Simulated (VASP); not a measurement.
# Pd (R-3m) in VASP: a series of runs, part 2 of 2

VASP 6.6.1. Earlier steps stand in the parts before.

**3. Single point, PBEsol**

This run uses another cell than the first one, of the same volume but with other edges.

The input, INCAR:

```
SYSTEM = Pd
PREC     = Accurate       ! precision mode
ENCUT    = 520            ! plane-wave cutoff, eV
EDIFF    = 1E-7           ! SCF threshold, eV
ISMEAR   = 0              ! smearing method
SIGMA    = 0.15           ! smearing width, eV
LREAL    = .FALSE.        ! projectors in reciprocal space
LASPH    = .TRUE.         ! aspherical terms in the spheres
NELM     = 100            ! most SCF steps
ALGO     = Fast           ! electronic algorithm
ISIF     = 2              ! what is computed and relaxed
LWAVE    = .FALSE.        ! write WAVECAR
LCHARG   = .FALSE.        ! write CHGCAR
GGA      = PS             ! functional
NBANDS   = 11             ! bands
```

The input, KPOINTS:

```
Automatic mesh
0
G
  24 24 24
  0 0 0
```

The input, POSCAR:

```
Pd
1.0
   -0.0929843246      1.8995369178      1.8995369178
    1.8995369178     -0.0929843246      1.8995369178
    1.8995369178      1.8995369178     -0.0929843246
Pd
1
Direct
    0.0000000000      0.0000000000      0.0000000000
```

Potentials or basis: VASP PAW PBE potentials, release 64 (Pd).

Started as:

```bash
> cat potpaw_PBE.64/Pd/POTCAR > POTCAR
> mpirun -np 1 vasp_std > vasp.out
```

OUTCAR:

```text
SYSTEM = Pd
   PREC = Accurate
   ENCUT = 520
   EDIFF = 1E-7
   ISMEAR = 0
   LREAL = .FALSE.
   LASPH = .TRUE.
   NELM = 100
   ISIF = 2
   GGA = PS

 ion  position               nearest neighbor table
   1  0.000  0.000  0.000-

  LATTYP: Found a trigonal (rhomboedric) cell.
 ALAT       =     2.6879596516
 COS(alpha) =     0.4505091948

  Lattice vectors:

 A1 = (  -0.0929843246,   1.8995369178,   1.8995369178)
 A2 = (   1.8995369178,  -0.0929843246,   1.8995369178)
 A3 = (   1.8995369178,   1.8995369178,  -0.0929843246)

Analysis of symmetry for initial positions (statically):
=====================================================================
 Subroutine PRICEL returns:
 Original cell was already a primitive cell.

 Routine SETGRP: Setting up the symmetry group for a
 trigonal (rhombohedral) supercell.

 Subroutine GETGRP returns: Found 12 space group operations
 (whereof 12 operations were pure point group operations)
 out of a pool of 12 trial point group operations.

The static configuration has the point symmetry D_3d.

Analysis of symmetry for dynamics (positions and initial velocities):
[... 169 lines left out ...]
      1       2.4071      2.00000
      2       6.4961      2.00000
      3       6.4961      2.00000
      4       7.2677      2.00000
      5       8.5062      2.00000
      6       8.5062      2.00000
      7      26.6956      0.00000
      8      30.8289      0.00000
      9      30.8289      0.00000
     10      33.3399      0.00000
     11      36.6624      0.00000
[... 309 lines left out ...]
 k-point    24 :       0.4583    0.0417    0.0000
  band No.  band energies     occupation
      1       4.3388      2.00000
      2       6.3541      2.00000
      3       7.2756      2.00000
      4       8.9180      2.00000
      5       9.6242      1.42741
      6      10.4369      0.00000
      7      17.2489      0.00000
      8      26.5117      0.00000
      9      30.4131      0.00000
     10      31.7843      0.00000
     11      37.1423      0.00000

 [... further k-points ...]

------------------------ aborting loop because EDIFF is reached ----------------------------------------

  FORCE on cell =-STRESS in cart. coord.  units (eV):
  Direction    XX          YY          ZZ          XY          YZ          ZX
  --------------------------------------------------------------------------------------
  -------------------------------------------------------------------------------------
  Total       -0.1306126     -0.1306126     -0.1306126      0.3284155      0.3284155      0.3284155
  in kB      -14.2224286    -14.2224286    -14.2224286     35.7612214     35.7612214     35.7612214
  external PRESSURE =     -14.2224286 kB  Pullay stress =       0.0000000 kB

 VOLUME and BASIS-vectors are now :
 -----------------------------------------------------------------------------
  energy-cutoff  :      520.00
  volume of cell :       14.71
      direct lattice vectors                 reciprocal lattice vectors
    -0.092984325  1.899536918  1.899536918    -0.244642409  0.257234298  0.257234298
     1.899536918 -0.092984325  1.899536918     0.257234298 -0.244642409  0.257234298
     1.899536918  1.899536918 -0.092984325     0.257234298  0.257234298 -0.244642409

 POSITION                                       TOTAL-FORCE (eV/Angst)
 -----------------------------------------------------------------------------------
      0.00000      0.00000      0.00000         0.000000      0.000000      0.000000
 -----------------------------------------------------------------------------------
    total drift:                                0.000000     -0.000000     -0.000000

  FREE ENERGIE OF THE ION-ELECTRON SYSTEM (eV)
  ---------------------------------------------------
  free  energy   TOTEN  =        -5.9486388620 eV

  energy  without entropy=       -5.9264832563  energy(sigma->0) =       -5.93756106
```

OSZICAR:

```text
N       E                     dE             d eps       ncg     rms          rms(c)
DAV:   1     0.420311182605E+02    0.42031E+02   -0.51621E+03 28990   0.855E+02
DAV:   2    -0.576020051482E+01   -0.47791E+02   -0.46243E+02 32343   0.183E+02
DAV:   3    -0.633122590844E+01   -0.57103E+00   -0.56819E+00 35018   0.214E+01
DAV:   4    -0.633370560571E+01   -0.24797E-02   -0.24793E-02 34984   0.148E+00
DAV:   5    -0.633373165935E+01   -0.26054E-04   -0.26053E-04 38149   0.137E-01    0.845E+00
RMM:   6    -0.596546297573E+01    0.36827E+00   -0.50572E-01 30376   0.655E+00    0.376E+00
RMM:   7    -0.595324498155E+01    0.12218E-01   -0.96077E-03 34835   0.112E+00    0.201E+00
RMM:   8    -0.594864098022E+01    0.46040E-02   -0.14131E-03 35618   0.370E-01    0.109E-01
RMM:   9    -0.594863131844E+01    0.96618E-05   -0.19078E-04 39287   0.111E-01    0.318E-02
RMM:  10    -0.594863681770E+01   -0.54993E-05   -0.49432E-05 38516   0.520E-02    0.107E-02
RMM:  11    -0.594863856029E+01   -0.17426E-05   -0.16225E-05 40287   0.263E-02    0.787E-03
RMM:  12    -0.594863869428E+01   -0.13399E-06   -0.35179E-06 37802   0.141E-02    0.213E-03
RMM:  13    -0.594863871501E+01   -0.20724E-07   -0.13440E-06 36304   0.710E-03    0.338E-03
RMM:  14    -0.594863886637E+01   -0.15137E-06   -0.30559E-07 29586   0.432E-03    0.505E-04
RMM:  15    -0.594863886196E+01    0.44163E-08   -0.82765E-08 25626   0.172E-03
   1 F= -.59486389E+01 E0= -.59375611E+01  d E =-.221556E-01
```

stdout:

```text
POSCAR found type information on POSCAR Pd
 POSCAR found :  1 types and       1 ions
 scaLAPACK will be used
 -----------------------------------------------------------------------------
|                                                                             |
|                                                                             |
|     You enforced a specific xc type in the INCAR file but a different       |
|     I HOPE YOU KNOW WHAT YOU ARE DOING!                                     |
|                                                                             |
 -----------------------------------------------------------------------------

 LDA part: xc-table for (Slater+PW92), standard interpolation
 POSCAR, INCAR and KPOINTS ok, starting setup
 FFT: planning ... GRIDC
 FFT: planning ... GRID_SOFT
 FFT: planning ... GRID
 WAVECAR not read
 entering main loop
WARNING in EDDRMM: call to ZHEGV failed, returncode =   8  4     11
WARNING in EDDRMM: call to ZHEGV failed, returncode =   6  3     10
WARNING in EDDRMM: call to ZHEGV failed, returncode =   8  4     11
```

It took 82 s on 1 thread of Intel Xeon 6975P-C (Granite Rapids), shared host; peak memory 0.31 GiB.

What came out:

```yaml
Free_energy: -5.9486 eV
Pressure: -1.4 GPa
Band_gap_on_the_k_mesh: zero (band 5 reaches 10.08 eV, above the bottom of band 6 at 8.22 eV)
```

Levels at points of the mesh, in eV from the Fermi level:
| k point | band 2 | band 3 | band 4 | band 5 | band 6 | band 7 | band 8 | band 9 |
| --- | --- | --- | --- | --- | --- | --- | --- | --- |
| (0.00, 0.00, 0.00) | -3.19 | -3.19 | -2.42 | -1.18 | -1.18 | 17.01 | 21.14 | 21.14 |
| (0.50, 0.00, 0.00) | -3.34 | -2.45 | -0.27 | 0.07 | 0.70 | 6.95 | 16.68 | 20.69 |
| (0.50, 0.50, 0.00) | -5.18 | -0.13 | 0.22 | 0.39 | 3.26 | 10.76 | 12.20 | 14.09 |
| (0.50, 0.50, 0.50) | -3.02 | -3.02 | 0.11 | 0.11 | 1.60 | 8.35 | 15.83 | 19.93 |

Caveat: the PAW data sets were made with another functional, which shifts forces and pressure a little.
